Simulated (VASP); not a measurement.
# Pt (Cmcm) in VASP: single point with PBEsol

Aim: the single point of Pt with PBEsol.

All numbers are computed with VASP 6.6.1; they aren't measurements. Logs are shortened: lines on timing, memory, paths and dates and some standing lists are left out, and cuts for length are marked.

**1. The cell of the first run**

Symmetry: Cmcm, No. 63, orthorhombic system. The conventional cell has a = 3.433 Å, b = 10.407 Å, c = 4.282 Å, α = 90.00°, β = 90.00°, γ = 90.00°. Within 3.8 Å of Pt (site symmetry m2m) lie 4 Pt at 2.88 to 3.43 Å.

**2. Single point, PBEsol**

INCAR

```
SYSTEM = Pt
ALGO = Normal
EDIFF = 1E-7
ENCUT = 520
GGA = PS
ISIF = 2
ISMEAR = -1
LASPH = .True.
LCHARG = .False.
LREAL = .False.
LWAVE = .False.
NBANDS = 17
NELM = 80
PREC = Accurate
SIGMA = 0.1
```

KPOINTS

```
k-points
0
Gamma
  7 7 6
  0 0 0
```

POSCAR

```
Pt
1.0
    1.7166630000     -5.2034080000      0.0000000000
    1.7166630000      5.2034080000      0.0000000000
    0.0000000000      0.0000000000      4.2824320000
Pt
2
Direct
    0.5922650000      0.4077350000      0.7500000000
    0.4077350000      0.5922650000      0.2500000000
```

Potentials or basis: VASP PAW PBE potentials, release 64 (Pt).

Command:

```sh
> cat potpaw_PBE.64/Pt/POTCAR > POTCAR
> mpirun -np 1 vasp_std > vasp.out
```

OUTCAR:

```text
SYSTEM = Pt
   EDIFF = 1E-7
   ENCUT = 520
   GGA = PS
   ISIF = 2
   ISMEAR = -1
   LASPH = .True.
   LREAL = .False.
   NELM = 80
   PREC = Accurate

 ion  position               nearest neighbor table
   1  0.592  0.408  0.750-   2 2.88   2 2.88
   2  0.408  0.592  0.250-   1 2.88   1 2.88

  LATTYP: Found a base centered orthorhombic cell.
 ALAT       =     3.4333260000
 B/A-ratio  =     3.0311179305
 C/A-ratio  =     1.2473129554

  Lattice vectors:

 A1 = (   1.7166630000,  -5.2034080000,   0.0000000000)
 A2 = (   1.7166630000,   5.2034080000,   0.0000000000)
 A3 = (   0.0000000000,   0.0000000000,   4.2824320000)

Analysis of symmetry for initial positions (statically):
=====================================================================
 Subroutine PRICEL returns:
 Original cell was already a primitive cell.

 Routine SETGRP: Setting up the symmetry group for a
 base centered orthorhombic supercell.

 Subroutine GETGRP returns: Found  8 space group operations
 (whereof  4 operations were pure point group operations)
 out of a pool of  8 trial point group operations.

The static configuration has the point symmetry C_2h.
 The point group associated with its full space group is D_2h.

Analysis of symmetry for dynamics (positions and initial velocities):
=====================================================================
 Subroutine PRICEL returns:
 Original cell was already a primitive cell.

 Routine SETGRP: Setting up the symmetry group for a
 base centered orthorhombic supercell.

 Subroutine GETGRP returns: Found  8 space group operations
 (whereof  4 operations were pure point group operations)
 out of a pool of  8 trial point group operations.

The dynamic configuration has the point symmetry C_2h.
 The point group associated with its full space group is D_2h.

 Subroutine INISYM returns: Found  8 space group operations
 (whereof  4 operations are pure point group operations),
 and found     1 'primitive' translations

----------------------------------------------------------------------------------------

                                     Primitive cell

  volume of cell :      76.5056

  direct lattice vectors                    reciprocal lattice vectors
     1.716663000 -5.203408000  0.000000000     0.291262758 -0.096090870  0.000000000
     1.716663000  5.203408000  0.000000000     0.291262758  0.096090870  0.000000000
     0.000000000  0.000000000  4.282432000     0.000000000  0.000000000  0.233512173

  length of vectors
     5.479268808  5.479268808  4.282432000     0.306704173  0.306704173  0.233512173

  position of ions in fractional coordinates (direct lattice)
     0.592265000  0.407735000  0.750000000
     0.407735000  0.592265000  0.250000000

  ion indices of the primitive-cell ions
   primitive index   ion index
                 1           1
                 2           2

----------------------------------------------------------------------------------------

 KPOINTS: k-points

Automatic generation of k-mesh.
 Grid dimensions read from file:
 generate k-points for:    7    7    6

 Generating k-lattice:

  Cartesian coordinates                     Fractional coordinates (reciprocal lattice)
     0.041608965 -0.013727267  0.000000000     0.142857143 -0.000000000  0.000000000
     0.041608965  0.013727267  0.000000000    -0.000000000  0.142857143  0.000000000
     0.000000000  0.000000000  0.038918695     0.000000000  0.000000000  0.166666667

  Length of vectors
     0.043814882  0.043814882  0.038918695

  Shift w.r.t. Gamma in fractional coordinates (k-lattice)
     0.000000000  0.000000000  0.000000000

 Subroutine IBZKPT returns following result:
 ===========================================

 Found     64 irreducible k-points:

 Following reciprocal coordinates:
            Coordinates               Weight
  0.000000  0.000000  0.000000      1.000000
  0.142857  0.000000  0.000000      4.000000
  0.285714  0.000000  0.000000      4.000000
  0.428571  0.000000  0.000000      4.000000
  0.142857  0.142857  0.000000      2.000000
  0.285714  0.142857  0.000000      4.000000
[... 16 lines left out ...]
  0.428571  0.142857  0.166667      8.000000
 -0.428571  0.142857  0.166667      8.000000
 [... further k-points ...]
   k-points           NKPTS =     64   k-points in BZ     NKDIM =     64   number of bands    NBANDS=     17
   number of dos      NEDOS =    301   number of ions     NIONS =      2
   total plane-waves  NPLWV =  56448
   dimension x,y,z NGX =    42 NGY =   42 NGZ =   32
   dimension x,y,z NGXF=    84 NGYF=   84 NGZF=   64
   ions per type =               2
   NGX,Y,Z   is equivalent  to a cutoff of  12.74, 12.74, 12.42 a.u.
   NGXF,Y,Z  is equivalent  to a cutoff of  25.49, 25.49, 24.85 a.u.
 SYSTEM =  Pt
   PREC   = accura    normal or accurate (medium, high low for compatibility)
   ISTART =      0    job   : 0-new  1-cont  2-samecut
   ICHARG =      2    charge: 1-file 2-atom 10-const
   ISPIN  =      1    spin polarized calculation?
   LNONCOLLINEAR =      F non collinear calculations
   LSORBIT =      F    spin-orbit coupling
   LASPH  =      T    aspherical Exc in radial PAW
   ENCUT  =  520.0 eV  38.22 Ry    6.18 a.u.  10.19 10.19  7.96*2*pi/ulx,y,z
   NELM   =     80;   NELMIN=  2; NELMDL= -5     # of ELM steps
   EDIFF  = 0.1E-06   stopping-criterion for ELM
   LREAL  =      F    real-space projection
   EDIFFG = 0.1E-05   stopping-criterion for IOM
   NSW    =      0    number of steps for IOM
   IBRION =     -1    ionic relax: 0-MD 1-quasi-New 2-CG
   NFREE  =      0    steps in history (QN), initial steepest desc. (CG)
   ISIF   =      2    stress and relaxation
   ISYM   =      2    0-nonsym 1-usesym 2-fastsym
   POTIM  = 0.5000    time-step for ionic-motion
   TEBEG  =    0.0;   TEEND  =   0.0 temperature during run
   PSTRESS=    0.0 pullay stress
   NELECT =      20.0000    total number of electrons
   NUPDOWN=      -1.0000    fix difference up-down
   EMIN   =  10.00;   EMAX   =-10.00  energy-range for DOS
   EFERMI =   0.00;   METHOD = LEGACY
   ISMEAR =    -1;   SIGMA  =   0.10  broadening in eV -4-tet -1-fermi 0-gaus
   EFERMI_NEDOS =   21; number of points for ismear=-14 and -15
   IALGO  =     38    algorithm
   IMIX   =      4    mixing-type and parameters
     AMIX     =   0.40;   BMIX     =  1.00
     AMIX_MAG =   1.60;   BMIX_MAG =  1.00
  volume/ion in A,a.u.               =      38.25       258.14
  Fermi-wavevector in a.u.,A,eV,Ry     =   1.046776  1.978120 14.908444  1.095740
  Thomas-Fermi vector in A             =   2.181628
   LORBIT       =      0    0 simple, 1 ext, 2 COOP (PROOUT), +10 PAW based schemes
   GGA     = PS    functional components
   LHFCALC =     F    Hartree Fock is set to
   AEXX    =    0.0000 exact exchange contribution
   IVDW    =     0    specifies the selected vdW correction
   LEPSILON=     F    determine dielectric tensor
   LRPA    =     F    only Hartree local field effects (RPA)
 non-spin polarized calculation
  energy-cutoff  :      520.00
  volume of cell :       76.51
 maximum number of plane-waves:      2092
 NGX is ok and might be reduce to    42
   NGX = 21   NGY = 21   NGZ = 15

 number of electron      20.0000000 magnetization

 Free energy of the ion-electron system (eV)
  ---------------------------------------------------
  ext. energy  EPLUGINS =         0.00000000
  ---------------------------------------------------
  free energy    TOTEN  =        -7.50334832 eV

  energy without entropy =       -7.27119514  energy(sigma->0) =       -7.38727173

 E-fermi :   0.5058     XC(G=0):  -8.4755

 val. band max:        0.4998742744   @ k =   0.2857   0.0000   0.1667
 cond. band min:       0.5097744236   @ k =  -0.2857   0.1429   0.0000
 fundamental gap:      0.0099001492
 Fermi energy:         0.5058263338

 k-point     1 :       0.0000    0.0000    0.0000
  band No.  band energies     occupation
      1      -3.4700      2.00000
      2      -1.8505      2.00000
      3      -1.7152      2.00000
      4      -1.5332      2.00000
      5      -1.1007      2.00000
      6      -0.4040      1.99978
[... 9 lines left out ...]
     16      11.8949      0.00000
     17      12.3049      0.00000

 k-point     2 :       0.1429    0.0000    0.0000
  band No.  band energies     occupation
      1      -3.1948      2.00000
      2      -1.8186      2.00000
      3      -1.6642      2.00000
      4      -1.3603      2.00000
      5      -0.8288      2.00000
      6      -0.5644      1.99995
[... 9 lines left out ...]
     16      10.1486      0.00000
     17      11.1934      0.00000

 k-point     3 :       0.2857    0.0000    0.0000
  band No.  band energies     occupation
      1      -2.5724      2.00000
      2      -1.7446      2.00000
      3      -1.5458      2.00000
      4      -0.9619      2.00000
      5      -0.8843      2.00000
      6      -0.5842      1.99996
[... 9 lines left out ...]
     16       8.7659      0.00000
     17      10.6186      0.00000

 k-point     4 :       0.4286    0.0000    0.0000
  band No.  band energies     occupation
      1      -2.1341      2.00000
      2      -1.6820      2.00000
      3      -1.4446      2.00000
      4      -1.1269      2.00000
      5      -1.1113      2.00000
      6      -0.4606      1.99987
[... 9 lines left out ...]
     16       8.8502      0.00000
     17      11.3434      0.00000
[... 343 lines left out ...]
      1      -2.0038      2.00000
      2      -1.6951      2.00000
      3      -1.3275      2.00000
      4      -1.1860      2.00000
      5      -1.1772      2.00000
      6      -0.3775      1.99971
[... 9 lines left out ...]
     16       8.0954      0.00000
     17      10.8847      0.00000

 k-point    23 :       0.4286    0.1429    0.1667
  band No.  band energies     occupation
      1      -1.9219      2.00000
      2      -1.6903      2.00000
      3      -1.2706      2.00000
      4      -1.2179      2.00000
      5      -1.1548      2.00000
      6      -0.4121      1.99979
[... 9 lines left out ...]
     16       8.6529      0.00000
     17      10.9217      0.00000

 k-point    24 :      -0.4286    0.1429    0.1667
  band No.  band energies     occupation
      1      -2.2057      2.00000
      2      -1.7243      2.00000
      3      -1.3457      2.00000
      4      -0.9972      2.00000
      5      -0.9597      2.00000
      6      -0.5165      1.99993
[... 9 lines left out ...]
     16       9.7588      0.00000
     17      10.1914      0.00000

 [... further k-points ...]

------------------------ aborting loop because EDIFF is reached ----------------------------------------

  FORCE on cell =-STRESS in cart. coord.  units (eV):
  Direction    XX          YY          ZZ          XY          YZ          ZX
  --------------------------------------------------------------------------------------
  -------------------------------------------------------------------------------------
  Total       -8.2800635     -7.3976701     -7.9849391      0.0000000      0.0000000      0.0000000
  in kB     -173.4007019   -154.9216612   -167.2202215      0.0000000      0.0000000      0.0000000
  external PRESSURE =    -165.1808615 kB  Pullay stress =       0.0000000 kB

 VOLUME and BASIS-vectors are now :
 -----------------------------------------------------------------------------
  energy-cutoff  :      520.00
  volume of cell :       76.51
      direct lattice vectors                 reciprocal lattice vectors
     1.716663000 -5.203408000  0.000000000     0.291262758 -0.096090870  0.000000000
     1.716663000  5.203408000  0.000000000     0.291262758  0.096090870  0.000000000
     0.000000000  0.000000000  4.282432000     0.000000000  0.000000000  0.233512173

 POSITION                                       TOTAL-FORCE (eV/Angst)
 -----------------------------------------------------------------------------------
      1.71666     -0.96018      3.21182         0.000000      2.205286     -0.000000
      1.71666      0.96018      1.07061         0.000000     -2.205286      0.000000
 -----------------------------------------------------------------------------------
    total drift:                               -0.000000     -0.000000      0.000000

  FREE ENERGIE OF THE ION-ELECTRON SYSTEM (eV)
  ---------------------------------------------------
  free  energy   TOTEN  =        -7.5033483220 eV

  energy  without entropy=       -7.2711951428  energy(sigma->0) =       -7.38727173
```

Wall time 72 s (1 thread of AMD EPYC 7R13 (Zen 3), shared host); peak memory 0.22 GiB.

Results:

```yaml
Free_energy: -7.5033 eV
Pressure: -16.5 GPa
Largest_force: 2.205 eV/Å
Band_gap_on_the_k_mesh: zero (band 10 reaches 0.58 eV, above the bottom of band 11 at 0.34 eV)
```

Forces in eV/Å, atoms in the order of the input:
```
Pt   0.000  2.205  0.000
Pt   0.000 -2.205  0.000
```

Caveat: the PAW data sets were made with another functional, which shifts forces and pressure a little; spin-orbit coupling is left out, which moves the levels of the heavy elements.
